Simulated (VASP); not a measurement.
HF: single point with PBEsol

Crystal: HF.

```xyz
4
Lattice="2.2339 0.0000 0.0000 0.0000 2.8969 0.0000 0.0000 0.0000 4.9434" Properties=species:S:1:pos:R:3 pbc="T T T"
H     0.0000    1.4484    2.2196
H     1.1170    0.0000    2.7238
F     0.0000    0.0000    1.1024
F     1.1170    1.4484    3.8410
```

* Program: VASP 6.6.1
* Task: single point
* Functional: PBEsol
* Potentials or basis: VASP PAW PBE potentials, release 64 (H, F)
* Cutoff: 520 eV
* k mesh: 11 × 9 × 5
* Occupations: gaussian, width 0.0177 eV
* Spin: no spin polarisation
* Dipole correction: no
* k mesh for the DOS: 17 × 14 × 8
* Occupations for the DOS: tetrahedron
* Further INCAR settings: ALGO = Normal; EDIFF = 1e-07

* Valence electrons inside the program's atomic spheres: H 0.25; F 5.90

Levels at points of the mesh, in eV from the Fermi level:
| k point | band 6 | band 7 | band 8 | band 9 | band 10 | band 11 |
| --- | --- | --- | --- | --- | --- | --- |
| (0.00, 0.00, 0.00) | -2.17 | -0.33 | -0.16 | 0.00 | 3.88 | 12.48 |
| (0.00, 0.50, 0.00) | -3.64 | -0.02 | -0.02 | 2.03 | 2.03 | 15.38 |
| (0.00, 0.00, 0.50) | -2.40 | -0.11 | -0.06 | 0.83 | 3.85 | 11.41 |
| (0.00, 0.50, 0.50) | -2.77 | -0.02 | -0.02 | 1.53 | 1.53 | 14.44 |

Wall time 2 min on 1 thread of AMD EPYC 7R43 64-Core Processor (Zen 3), with other jobs on the host, peak memory 0.19 GiB.

Caveat: the nearest neighbours stand farther apart than a usual bond.
